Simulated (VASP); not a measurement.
# BaMg2H3 (P-3m1) in VASP: notebook

The runs below take BaMg2H3 through single point, relaxation of cell and atoms, with PBE.

Everything below comes from runs of VASP 6.6.1. Logs are shortened: lines on timing, memory, paths and dates and some standing lists are left out, and cuts for length are marked.

**1. The cell of the first run**

It takes space group P-3m1 (No. 164, trigonal). Conventional cell: a = 3.703 Å, b = 3.703 Å, c = 8.074 Å, α = 90.00°, β = 90.00°, γ = 120.00°. Ba (site symmetry -3m) has 6 H at 2.81 Å and 6 Mg at 3.59 Å within 3.7 Å. Within 3.2 Å of Mg (site symmetry 3m) lie 6 H at 2.39 to 2.43 Å and 3 Mg at 3.14 Å. Within 3.2 Å of H (site symmetry 3m) lie 3 Mg at 2.39 Å and 3 Ba at 2.81 Å and 3 H at 3.08 Å. H (site symmetry -3m) has 6 Mg at 2.43 Å and 6 H at 3.08 Å within 3.2 Å.

**2. Single point, PBE**

Input file INCAR:

```
SYSTEM = BaMg2H3
PREC = Accurate ; ENCUT = 520
EDIFF = 1E-7 ; ISMEAR = 0
SIGMA = 0.1 ; LREAL = .FALSE.
LASPH = .TRUE. ; NELM = 100
ALGO = Normal ; ISIF = 2
LWAVE = .FALSE. ; LCHARG = .FALSE.
GGA = PE ; NBANDS = 18
```

Input file KPOINTS:

```
regular mesh
0
G
  12 12 6
  0 0 0
```

Input file POSCAR:

```
BaMg2H3
1.0
    3.7026234742      0.0000000000      0.0000000000
   -1.8513117371      3.2065659893      0.0000000000
    0.0000000000      0.0000000000      8.0742057858
Ba Mg H
1 2 3
Direct
    0.0000000000      0.0000000000      0.0000000000
    0.3333333333      0.6666666667      0.3574625566
    0.6666666667      0.3333333333      0.6425374434
    0.3333333333      0.6666666667      0.7748665580
    0.6666666667      0.3333333333      0.2251334420
    0.0000000000      0.0000000000      0.5000000000
```

Potentials or basis: VASP PAW PBE potentials, release 64 (Ba_sv, Mg, H).

On the command line:

```sh
$ cat potpaw_PBE.64/Ba_sv/POTCAR potpaw_PBE.64/Mg/POTCAR potpaw_PBE.64/H/POTCAR > POTCAR
$ mpirun -np 1 vasp_std > vasp.out
```

OUTCAR:

```text
SYSTEM = BaMg2H3
   PREC = Accurate
   ENCUT = 520
   EDIFF = 1E-7
   ISMEAR = 0
   LREAL = .FALSE.
   LASPH = .TRUE.
   NELM = 100
   ISIF = 2
   GGA = PE

 ion  position               nearest neighbor table
   1  0.000  0.000  0.000-   4 2.81   5 2.81   4 2.81   5 2.81   5 2.81   4 2.81   2 3.59   3 3.59
                             2 3.59   3 3.59   2 3.59   3 3.59
   2  0.333  0.667  0.357-   3 3.14   3 3.14   3 3.14   1 3.59   1 3.59   1 3.59
   3  0.667  0.333  0.643-   2 3.14   2 3.14   2 3.14   1 3.59   1 3.59   1 3.59
   4  0.333  0.667  0.775-   1 2.81   1 2.81   1 2.81
   5  0.667  0.333  0.225-   1 2.81   1 2.81   1 2.81
   6  0.000  0.000  0.500-

  LATTYP: Found a hexagonal cell.
 ALAT       =     3.7026234742
 C/A-ratio  =     2.1806715811

  Lattice vectors:

 A1 = (   3.7026234742,   0.0000000000,   0.0000000000)
 A2 = (  -1.8513117371,   3.2065659893,   0.0000000000)
 A3 = (   0.0000000000,   0.0000000000,   8.0742057858)

Analysis of symmetry for initial positions (statically):
=====================================================================
 Subroutine PRICEL returns:
 Original cell was already a primitive cell.

 Routine SETGRP: Setting up the symmetry group for a
 hexagonal supercell.

 Subroutine GETGRP returns: Found 12 space group operations
 (whereof 12 operations were pure point group operations)
 out of a pool of 24 trial point group operations.

The static configuration has the point symmetry D_3d.

Analysis of symmetry for dynamics (positions and initial velocities):
=====================================================================
 Subroutine PRICEL returns:
 Original cell was already a primitive cell.

 Routine SETGRP: Setting up the symmetry group for a
 hexagonal supercell.

 Subroutine GETGRP returns: Found 12 space group operations
 (whereof 12 operations were pure point group operations)
 out of a pool of 24 trial point group operations.

The dynamic configuration has the point symmetry D_3d.

 Subroutine INISYM returns: Found 12 space group operations
 (whereof 12 operations are pure point group operations),
 and found     1 'primitive' translations

----------------------------------------------------------------------------------------

                                     Primitive cell

  volume of cell :      95.8627

  direct lattice vectors                    reciprocal lattice vectors
     3.702623474  0.000000000  0.000000000     0.270078772  0.155930052  0.000000000
    -1.851311737  3.206565989  0.000000000     0.000000000  0.311860103  0.000000000
     0.000000000  0.000000000  8.074205786     0.000000000  0.000000000  0.123851191

  length of vectors
     3.702623474  3.702623474  8.074205786     0.311860103  0.311860103  0.123851191

  position of ions in fractional coordinates (direct lattice)
     0.000000000  0.000000000  0.000000000
     0.333333333  0.666666667  0.357462557
     0.666666667  0.333333333  0.642537443
     0.333333333  0.666666667  0.774866558
     0.666666667  0.333333333  0.225133442
     0.000000000  0.000000000  0.500000000

  ion indices of the primitive-cell ions
   primitive index   ion index
                 1           1
                 2           2
                 3           3
                 4           4
                 5           5
                 6           6

----------------------------------------------------------------------------------------

 KPOINTS: regular mesh

Automatic generation of k-mesh.
 Grid dimensions read from file:
 generate k-points for:   12   12    6

 Generating k-lattice:

  Cartesian coordinates                     Fractional coordinates (reciprocal lattice)
     0.022506564  0.012994171  0.000000000     0.083333333  0.000000000  0.000000000
     0.000000000  0.025988342  0.000000000     0.000000000  0.083333333  0.000000000
     0.000000000  0.000000000  0.020641865     0.000000000  0.000000000  0.166666667

  Length of vectors
     0.025988342  0.025988342  0.020641865

  Shift w.r.t. Gamma in fractional coordinates (k-lattice)
     0.000000000  0.000000000  0.000000000

 Subroutine IBZKPT returns following result:
 ===========================================

 Found    100 irreducible k-points:

 Following reciprocal coordinates:
            Coordinates               Weight
  0.000000  0.000000  0.000000      1.000000
  0.083333  0.000000  0.000000      6.000000
  0.166667 -0.000000  0.000000      6.000000
  0.250000 -0.000000  0.000000      6.000000
  0.333333 -0.000000  0.000000      6.000000
  0.416667 -0.000000  0.000000      6.000000
[... 16 lines left out ...]
  0.166667 -0.000000  0.166667      6.000000
  0.000000  0.166667  0.166667      6.000000
 [... further k-points ...]
   k-points           NKPTS =    100   k-points in BZ     NKDIM =    100   number of bands    NBANDS=     18
   number of dos      NEDOS =    301   number of ions     NIONS =      6
   total plane-waves  NPLWV =  47040
   dimension x,y,z NGX =    28 NGY =   28 NGZ =   60
   dimension x,y,z NGXF=    56 NGYF=   56 NGZF=  120
   ions per type =               1   2   3
   NGX,Y,Z   is equivalent  to a cutoff of  12.57, 12.57, 12.35 a.u.
   NGXF,Y,Z  is equivalent  to a cutoff of  25.14, 25.14, 24.71 a.u.
 SYSTEM =  BaMg2H3
   PREC   = accura    normal or accurate (medium, high low for compatibility)
   ISTART =      0    job   : 0-new  1-cont  2-samecut
   ICHARG =      2    charge: 1-file 2-atom 10-const
   ISPIN  =      1    spin polarized calculation?
   LNONCOLLINEAR =      F non collinear calculations
   LSORBIT =      F    spin-orbit coupling
   LASPH  =      T    aspherical Exc in radial PAW
   ENCUT  =  520.0 eV  38.22 Ry    6.18 a.u.   6.88  6.88 15.01*2*pi/ulx,y,z
   NELM   =    100;   NELMIN=  2; NELMDL= -5     # of ELM steps
   EDIFF  = 0.1E-06   stopping-criterion for ELM
   LREAL  =      F    real-space projection
   EDIFFG = 0.1E-05   stopping-criterion for IOM
   NSW    =      0    number of steps for IOM
   IBRION =     -1    ionic relax: 0-MD 1-quasi-New 2-CG
   NFREE  =      0    steps in history (QN), initial steepest desc. (CG)
   ISIF   =      2    stress and relaxation
   ISYM   =      2    0-nonsym 1-usesym 2-fastsym
   POTIM  = 0.5000    time-step for ionic-motion
   TEBEG  =    0.0;   TEEND  =   0.0 temperature during run
   PSTRESS=    0.0 pullay stress
   NELECT =      17.0000    total number of electrons
   NUPDOWN=      -1.0000    fix difference up-down
   EMIN   =  10.00;   EMAX   =-10.00  energy-range for DOS
   EFERMI =   0.00;   METHOD = LEGACY
   ISMEAR =     0;   SIGMA  =   0.10  broadening in eV -4-tet -1-fermi 0-gaus
   EFERMI_NEDOS =   21; number of points for ismear=-14 and -15
   IALGO  =     38    algorithm
   IMIX   =      4    mixing-type and parameters
     AMIX     =   0.40;   BMIX     =  1.00
     AMIX_MAG =   1.60;   BMIX_MAG =  1.00
  volume/ion in A,a.u.               =      15.98       107.82
  Fermi-wavevector in a.u.,A,eV,Ry     =   0.919760  1.738095 11.509969  0.845959
  Thomas-Fermi vector in A             =   2.044990
   LORBIT       =      0    0 simple, 1 ext, 2 COOP (PROOUT), +10 PAW based schemes
   GGA     = PE    functional components
   LHFCALC =     F    Hartree Fock is set to
   AEXX    =    0.0000 exact exchange contribution
   IVDW    =     0    specifies the selected vdW correction
   LEPSILON=     F    determine dielectric tensor
   LRPA    =     F    only Hartree local field effects (RPA)
 non-spin polarized calculation
 Gauss-broadening in eV      SIGMA  =   0.10
  energy-cutoff  :      520.00
  volume of cell :       95.86
 maximum number of plane-waves:      2622
   NGX = 13   NGY = 13   NGZ = 31

 number of electron      16.9999997 magnetization

 Free energy of the ion-electron system (eV)
  ---------------------------------------------------
  ext. energy  EPLUGINS =         0.00000000
  ---------------------------------------------------
  free energy    TOTEN  =       -14.36087868 eV

  energy without entropy =      -14.34813566  energy(sigma->0) =      -14.35450717

 E-fermi :   3.1971     XC(G=0):  -8.8786

 val. band max:        3.1962623285   @ k =   0.1667   0.1667   0.3333
 cond. band min:       3.2005285397   @ k =   0.3333   0.0833   0.3333
 fundamental gap:      0.0042662112
 Fermi energy:         3.1971187136

 k-point     1 :       0.0000    0.0000    0.0000
  band No.  band energies     occupation
      1     -25.2075      2.00000
      2     -10.7475      2.00000
      3      -9.5637      2.00000
      4      -9.5637      2.00000
      5      -4.9143      2.00000
      6      -2.0067      2.00000
[... 10 lines left out ...]
     17      10.0384      0.00000
     18      10.0385      0.00000

 k-point     2 :       0.0833    0.0000    0.0000
  band No.  band energies     occupation
      1     -25.1910      2.00000
      2     -10.7186      2.00000
      3      -9.7103      2.00000
      4      -9.5927      2.00000
      5      -4.8127      2.00000
      6      -1.9835      2.00000
[... 10 lines left out ...]
     17       9.1299      0.00000
     18       9.4512      0.00000

 k-point     3 :       0.1667   -0.0000    0.0000
  band No.  band energies     occupation
      1     -25.1454      2.00000
      2     -10.6381      2.00000
      3     -10.0849      2.00000
      4      -9.6705      2.00000
      5      -4.5189      2.00000
      6      -1.9210      2.00000
[... 10 lines left out ...]
     17       8.7730      0.00000
     18      10.0186      0.00000

 k-point     4 :       0.2500   -0.0000    0.0000
  band No.  band energies     occupation
      1     -25.0819      2.00000
      2     -10.5520      2.00000
      3     -10.5211      2.00000
      4      -9.7735      2.00000
      5      -4.0552      2.00000
      6      -1.8389      2.00000
[... 375 lines left out ...]
      4      -9.5927      2.00000
      5      -4.7505      2.00000
      6      -2.3515      2.00000
[... 10 lines left out ...]
     17       9.2335      0.00000
     18       9.5893      0.00000

 k-point    23 :       0.1667   -0.0000    0.1667
  band No.  band energies     occupation
      1     -25.1454      2.00000
      2     -10.6394      2.00000
      3     -10.0848      2.00000
      4      -9.6705      2.00000
      5      -4.4689      2.00000
      6      -2.1409      2.00000
[... 10 lines left out ...]
     17       8.5934      0.00000
     18       9.5745      0.00000

 k-point    24 :       0.0000    0.1667    0.1667
  band No.  band energies     occupation
      1     -25.1454      2.00000
      2     -10.6394      2.00000
      3     -10.0848      2.00000
      4      -9.6705      2.00000
      5      -4.4631      2.00000
      6      -2.1889      2.00000
[... 10 lines left out ...]
     17       8.6209      0.00000
     18      10.0759      0.00000

 [... further k-points ...]
[... 5 lines left out ...]
  --------------------------------------------------------------------------------------
  -------------------------------------------------------------------------------------
  Total        0.1568118      0.1568118      0.2013541     -0.0000000      0.0000000      0.0000000
  in kB        2.6208353      2.6208353      3.3652824     -0.0000000      0.0000000      0.0000000
  external PRESSURE =       2.8689843 kB  Pullay stress =       0.0000000 kB

 VOLUME and BASIS-vectors are now :
 -----------------------------------------------------------------------------
  energy-cutoff  :      520.00
  volume of cell :       95.86
      direct lattice vectors                 reciprocal lattice vectors
     3.702623474  0.000000000  0.000000000     0.270078772  0.155930052  0.000000000
    -1.851311737  3.206565989  0.000000000     0.000000000  0.311860103  0.000000000
     0.000000000  0.000000000  8.074205786     0.000000000  0.000000000  0.123851191

 POSITION                                       TOTAL-FORCE (eV/Angst)
 -----------------------------------------------------------------------------------
      0.00000      0.00000      0.00000        -0.000000      0.000000     -0.000000
     -0.00000      2.13771      2.88623         0.000000     -0.000000      0.028702
      1.85131      1.06886      5.18798        -0.000000      0.000000     -0.028702
     -0.00000      2.13771      6.25643         0.000000      0.000000     -0.033929
      1.85131      1.06886      1.81777        -0.000000     -0.000000      0.033929
      0.00000      0.00000      4.03710        -0.000000      0.000000     -0.000000
 -----------------------------------------------------------------------------------
    total drift:                               -0.000000      0.000000     -0.000000

  FREE ENERGIE OF THE ION-ELECTRON SYSTEM (eV)
  ---------------------------------------------------
  free  energy   TOTEN  =       -14.3608786761 eV

  energy  without entropy=      -14.3481356610  energy(sigma->0) =      -14.35450717
```

Run time: 2.5 min. Hardware: 1 thread of Intel Xeon Platinum 8259CL at 2.50GHz (Skylake/Cascade Lake), shared host; peak memory 0.33 GiB.

Results:

| Item | Value |
| --- | --- |
| Free energy | -14.3609 eV |
| Pressure | 0.3 GPa |
| Largest force | 0.034 eV/Å |

Forces on the atoms (eV/Å):
```
Ba   0.000  0.000  0.000
Mg   0.000  0.000  0.029
Mg   0.000  0.000 -0.029
H    0.000  0.000 -0.034
H    0.000  0.000  0.034
H    0.000  0.000  0.000
```

Levels at points of the mesh, in eV from the Fermi level:
| k point | band 5 | band 6 | band 7 | band 8 | band 9 | band 10 | band 11 | band 12 | band 13 | band 14 |
| --- | --- | --- | --- | --- | --- | --- | --- | --- | --- | --- |
| (0.00, 0.00, 0.00) | -8.11 | -5.20 | -4.59 | -0.17 | 2.34 | 2.34 | 2.43 | 3.61 | 4.81 | 4.81 |
| (0.50, 0.00, 0.00) | -5.60 | -4.65 | -4.49 | -1.54 | -1.14 | 0.86 | 1.06 | 2.89 | 2.93 | 3.52 |
| (0.00, 0.00, 0.50) | -7.79 | -6.34 | -3.43 | -0.85 | 2.35 | 2.35 | 3.64 | 3.99 | 4.36 | 4.58 |
| (0.50, 0.00, 0.50) | -5.37 | -5.30 | -3.73 | -2.19 | -0.74 | 0.05 | 1.01 | 2.53 | 4.14 | 4.44 |

Caveat: spin-orbit coupling is left out, which moves the levels of the heavy elements.

(Part 1 of 2 ends here.)
